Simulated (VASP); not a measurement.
# Al2Cu (I4/mcm) in VASP: further runs, part 2 of 2

VASP 6.6.1. The steps go on from the part before.

### 4 Single point, PBE

This run uses another cell than the first one, of 13.60 Å³/atom, 1.011 times its volume.

INCAR

```
ALGO = Fast
EDIFF = 1E-6
ENCUT = 520
GGA = PE
ISIF = 2
ISMEAR = 0
LASPH = True
LCHARG = False
LREAL = False
LWAVE = False
NBANDS = 26
NELM = 100
PREC = Accurate
SIGMA = 0.15
```

KPOINTS

```
k-points
0
Gamma
  10 10 10
```

POSCAR

```
Al2Cu
1.0
   -2.9353500000      2.9353500000      2.3680500000
    2.9353500000     -2.9353500000      2.3680500000
    2.9353500000      2.9353500000     -2.3680500000
Al Cu
4 2
Direct
    0.1587211657      0.6587211657      0.8174423314
    0.6587211657      0.8412788343      0.5000000000
    0.8412788343      0.3412788343      0.1825576686
    0.3412788343      0.1587211657      0.5000000000
    0.7500000000      0.7500000000      0.0000000000
    0.2500000000      0.2500000000      0.0000000000
```

Potentials or basis: VASP PAW PBE potentials, release 64 (Al, Cu).

Started as:

```
$ cat potpaw_PBE.64/Al/POTCAR potpaw_PBE.64/Cu/POTCAR > POTCAR
$ mpirun -np 1 vasp_std > vasp.out
```

OUTCAR:

```text
EDIFF = 1E-6
   ENCUT = 520
   GGA = PE
   ISIF = 2
   ISMEAR = 0
   LASPH = True
   LREAL = False
   NELM = 100
   PREC = Accurate

 ion  position               nearest neighbor table
   1  0.159  0.659  0.817-   5 2.51   6 2.51   5 2.51   6 2.51   3 2.64   3 2.81   3 2.81   4 3.01
                             2 3.01   2 3.01   4 3.01   4 3.12   2 3.12   2 3.12   4 3.12
   2  0.659  0.841  0.500-   6 2.51   6 2.51   5 2.51   5 2.51   4 2.64   4 2.81   4 2.81   3 3.01
                             1 3.01   1 3.01   3 3.01   1 3.12   3 3.12   1 3.12   3 3.12
   3  0.841  0.341  0.183-   5 2.51   6 2.51   5 2.51   6 2.51   1 2.64   1 2.81   1 2.81   2 3.01
                             4 3.01   4 3.01   2 3.01   2 3.12   4 3.12   4 3.12   2 3.12
   4  0.341  0.159  0.500-   5 2.51   5 2.51   6 2.51   6 2.51   2 2.64   2 2.81   2 2.81   1 3.01
                             1 3.01   3 3.01   3 3.01   1 3.12   3 3.12   3 3.12   1 3.12
   5  0.750  0.750  0.000-   6 2.37   6 2.37   1 2.51   3 2.51   4 2.51   4 2.51   2 2.51   2 2.51
                             3 2.51   1 2.51
   6  0.250  0.250  0.000-   5 2.37   5 2.37   1 2.51   3 2.51   2 2.51   2 2.51   4 2.51   3 2.51
                             4 2.51   1 2.51

  LATTYP: Found a body centered tetragonal cell.
 ALAT       =     5.8707000000
 C/A-ratio  =     0.8067351423

  Lattice vectors:

 A1 = (  -2.9353500000,   2.9353500000,   2.3680500000)
 A2 = (   2.9353500000,  -2.9353500000,   2.3680500000)
 A3 = (   2.9353500000,   2.9353500000,  -2.3680500000)

Analysis of symmetry for initial positions (statically):
=====================================================================
 Subroutine PRICEL returns:
 Original cell was already a primitive cell.

 Routine SETGRP: Setting up the symmetry group for a
 body centered tetragonal supercell.

 Subroutine GETGRP returns: Found 16 space group operations
 (whereof  8 operations were pure point group operations)
 out of a pool of 16 trial point group operations.

The static configuration has the point symmetry C_4h.
 The point group associated with its full space group is D_4h.

Analysis of symmetry for dynamics (positions and initial velocities):
=====================================================================
 Subroutine PRICEL returns:
 Original cell was already a primitive cell.

 Routine SETGRP: Setting up the symmetry group for a
 body centered tetragonal supercell.

 Subroutine GETGRP returns: Found 16 space group operations
 (whereof  8 operations were pure point group operations)
 out of a pool of 16 trial point group operations.

The dynamic configuration has the point symmetry C_4h.
 The point group associated with its full space group is D_4h.

 Subroutine INISYM returns: Found 16 space group operations
 (whereof  8 operations are pure point group operations),
 and found     1 'primitive' translations

----------------------------------------------------------------------------------------

                                     Primitive cell

  volume of cell :      81.6151

  direct lattice vectors                    reciprocal lattice vectors
    -2.935350000  2.935350000  2.368050000     0.000000000  0.170337438  0.211144190
     2.935350000 -2.935350000  2.368050000     0.170337438  0.000000000  0.211144190
[... 54 lines left out ...]
  0.400000  0.000000  0.000000      8.000000
  0.500000  0.000000  0.000000      4.000000
[... 16 lines left out ...]
  0.300000  0.300000  0.000000      8.000000
  0.400000  0.300000  0.000000     16.000000
 [... further k-points ...]
   k-points           NKPTS =    102   k-points in BZ     NKDIM =    102   number of bands    NBANDS=     26
   number of dos      NEDOS =    301   number of ions     NIONS =      6
   total plane-waves  NPLWV =  46656
   dimension x,y,z NGX =    36 NGY =   36 NGZ =   36
   dimension x,y,z NGXF=    72 NGYF=   72 NGZF=   72
   ions per type =               4   2
   NGX,Y,Z   is equivalent  to a cutoff of  12.52, 12.52, 12.52 a.u.
   NGXF,Y,Z  is equivalent  to a cutoff of  25.05, 25.05, 25.05 a.u.
 SYSTEM =  unknown system
   PREC   = accura    normal or accurate (medium, high low for compatibility)
   ISTART =      0    job   : 0-new  1-cont  2-samecut
   ICHARG =      2    charge: 1-file 2-atom 10-const
   ISPIN  =      1    spin polarized calculation?
   LNONCOLLINEAR =      F non collinear calculations
   LSORBIT =      F    spin-orbit coupling
   LASPH  =      T    aspherical Exc in radial PAW
   ENCUT  =  520.0 eV  38.22 Ry    6.18 a.u.   8.89  8.89  8.89*2*pi/ulx,y,z
   NELM   =    100;   NELMIN=  2; NELMDL= -5     # of ELM steps
   EDIFF  = 0.1E-05   stopping-criterion for ELM
   LREAL  =      F    real-space projection
   EDIFFG = 0.1E-04   stopping-criterion for IOM
   NSW    =      0    number of steps for IOM
   IBRION =     -1    ionic relax: 0-MD 1-quasi-New 2-CG
   NFREE  =      0    steps in history (QN), initial steepest desc. (CG)
   ISIF   =      2    stress and relaxation
   ISYM   =      2    0-nonsym 1-usesym 2-fastsym
   POTIM  = 0.5000    time-step for ionic-motion
   TEBEG  =    0.0;   TEEND  =   0.0 temperature during run
   PSTRESS=    0.0 pullay stress
   NELECT =      34.0000    total number of electrons
   NUPDOWN=      -1.0000    fix difference up-down
   EMIN   =  10.00;   EMAX   =-10.00  energy-range for DOS
   EFERMI =   0.00;   METHOD = LEGACY
   ISMEAR =     0;   SIGMA  =   0.15  broadening in eV -4-tet -1-fermi 0-gaus
   EFERMI_NEDOS =   21; number of points for ismear=-14 and -15
   IALGO  =     68    algorithm
   IMIX   =      4    mixing-type and parameters
     AMIX     =   0.40;   BMIX     =  1.00
     AMIX_MAG =   1.60;   BMIX_MAG =  1.00
  volume/ion in A,a.u.               =      13.60        91.79
  Fermi-wavevector in a.u.,A,eV,Ry     =   1.222675  2.310520 20.339804  1.494933
  Thomas-Fermi vector in A             =   2.357813
   LORBIT       =      0    0 simple, 1 ext, 2 COOP (PROOUT), +10 PAW based schemes
   GGA     = PE    functional components
   LHFCALC =     F    Hartree Fock is set to
   AEXX    =    0.0000 exact exchange contribution
   IVDW    =     0    specifies the selected vdW correction
   LEPSILON=     F    determine dielectric tensor
   LRPA    =     F    only Hartree local field effects (RPA)
 non-spin polarized calculation
 RMM-DIIS sequential band-by-band and
 Gauss-broadening in eV      SIGMA  =   0.15
  energy-cutoff  :      520.00
  volume of cell :       81.62
 maximum number of plane-waves:      2233
   NGX = 17   NGY = 17   NGZ = 17

 number of electron      34.0000025 magnetization

 Free energy of the ion-electron system (eV)
  ---------------------------------------------------
  ext. energy  EPLUGINS =         0.00000000
  ---------------------------------------------------
  free energy    TOTEN  =       -23.13133406 eV

  energy without entropy =      -23.11212395  energy(sigma->0) =      -23.12172900

 E-fermi :   9.0273     XC(G=0): -11.2460

 val. band max:        9.0241098112   @ k =  -0.2000  -0.2000   0.2000
 cond. band min:       9.0355314652   @ k =  -0.2000   0.2000   0.2000
 fundamental gap:      0.0114216541
 Fermi energy:         9.0273430504

 k-point     1 :       0.0000    0.0000    0.0000
  band No.  band energies     occupation
      1      -2.3919      2.00000
      2       3.2771      2.00000
      3       3.4471      2.00000
      4       3.4471      2.00000
      5       3.4734      2.00000
      6       4.4568      2.00000
[... 685 lines left out ...]
     25      16.4591      0.00000
     26      16.5067      0.00000

 [... further k-points ...]

------------------------ aborting loop because EDIFF is reached ----------------------------------------

  FORCE on cell =-STRESS in cart. coord.  units (eV):
  Direction    XX          YY          ZZ          XY          YZ          ZX
  --------------------------------------------------------------------------------------
  -------------------------------------------------------------------------------------
  Total        5.7799506      5.7799506      5.8377903      0.0000000      0.0000000      0.0000000
  in kB      113.4655616    113.4655616    114.6010061      0.0000000      0.0000000      0.0000000
  external PRESSURE =     113.8440431 kB  Pullay stress =       0.0000000 kB

 VOLUME and BASIS-vectors are now :
 -----------------------------------------------------------------------------
  energy-cutoff  :      520.00
  volume of cell :       81.62
      direct lattice vectors                 reciprocal lattice vectors
    -2.935350000  2.935350000  2.368050000     0.000000000  0.170337438  0.211144190
     2.935350000 -2.935350000  2.368050000     0.170337438  0.000000000  0.211144190
     2.935350000  2.935350000 -2.368050000     0.170337438  0.170337438  0.000000000

 POSITION                                       TOTAL-FORCE (eV/Angst)
 -----------------------------------------------------------------------------------
      3.86715      0.93180      0.00000        -0.051712     -0.051712      0.000000
      2.00355      0.93180      2.36805         0.051712     -0.051712      0.000000
     -0.93180      2.00355      2.36805         0.051712      0.051712     -0.000000
      0.93180      2.00355      0.00000        -0.051712      0.051712     -0.000000
      0.00000      0.00000      3.55208         0.000000      0.000000      0.000000
      0.00000      0.00000      1.18403        -0.000000      0.000000      0.000000
 -----------------------------------------------------------------------------------
    total drift:                                0.000000     -0.000000      0.000000

  FREE ENERGIE OF THE ION-ELECTRON SYSTEM (eV)
  ---------------------------------------------------
  free  energy   TOTEN  =       -23.1313340634 eV

  energy  without entropy=      -23.1121239464  energy(sigma->0) =      -23.12172900
```

Wall time 4.2 min (1 thread of Intel Xeon 6975P-C, shared host); peak memory 0.33 GiB.

Results:

| Item | Value |
| --- | --- |
| Free energy | -23.1313 eV |
| Pressure | 11.4 GPa |
| Largest force | 0.073 eV/Å |
| Band gap on the k mesh | zero (band 17 reaches 11.72 eV, above the bottom of band 18 at 7.13 eV) |

Forces in eV/Å, atoms in the order of the input:
```
Al  -0.052 -0.052  0.000
Al   0.052 -0.052  0.000
Al   0.052  0.052  0.000
Al  -0.052  0.052  0.000
Cu   0.000  0.000  0.000
Cu   0.000  0.000  0.000
```

### 5 Overview

```tsv
cell	gap on the mesh (eV)	pressure (GPa)	largest force (eV/Å)
a = 4.754 Å, angles 104.7, 104.7, 119.6°, 6 atoms	none	13.2	0.01
a = 4.755 Å, angles 105.6, 105.6, 117.5°, 6 atoms	none	11.9	0.17
a = 4.779 Å, angles 104.2, 104.2, 120.6°, 6 atoms	none	11.4	0.07
```

Alike in all rows: task single point; level PBE; potentials or basis VASP PAW PBE potentials, release 64 (Al, Cu); no spin polarisation; k mesh 10 × 10 × 10; cutoff (eV) 520; smearing gaussian 0.15 eV.

Total energies depend on the potentials used, so only differences within one code and one set of settings carry meaning.
